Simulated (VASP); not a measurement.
CaS:

```
Ca S
1.0
     0.00000    2.85590    2.85590
     2.85590    0.00000    2.85590
     2.85590    2.85590    0.00000
Ca S
1 1
Direct
  0.00000 0.00000 0.00000
  0.50000 0.50000 0.50000
```

```yaml
Program: VASP 6.6.1
Task: relaxation of cell and atoms
Functional: LDA
Potentials_or_basis: VASP PAW LDA potentials, release 64 (Ca_sv, S)
Cutoff: 500 eV
k_mesh: 8 × 8 × 8
Occupations: fermi-dirac, width 0.02 eV
Spin: no spin polarisation
```

At the start: pressure -4.3 GPa; volume 23.29 Å³/atom.

Where does the relaxation end?

Over 3 steps the energy falls by 24.2 meV/atom and the volume is 21.61 Å³/atom (-7.2 %); space group Fm-3m (No. 225, to 0.05 Å).

Step by step:
```tsv
step	energy change (eV)	largest force (eV/Å)	pressure (GPa)	volume (Å³)
1	0.0000	0.0000	-4.33	46.59
2	-0.0454	0.0000	1.25	42.47
3	-0.0483	0.0000	0.01	43.23
```

Final structure:
```xyz
2
Lattice="0.0000 2.7856 2.7856 2.7856 0.0000 2.7856 2.7856 2.7856 0.0000" Properties=species:S:1:pos:R:3 pbc="T T T"
Ca    0.0000    0.0000    0.0000
S     2.7856    2.7856    2.7856
```
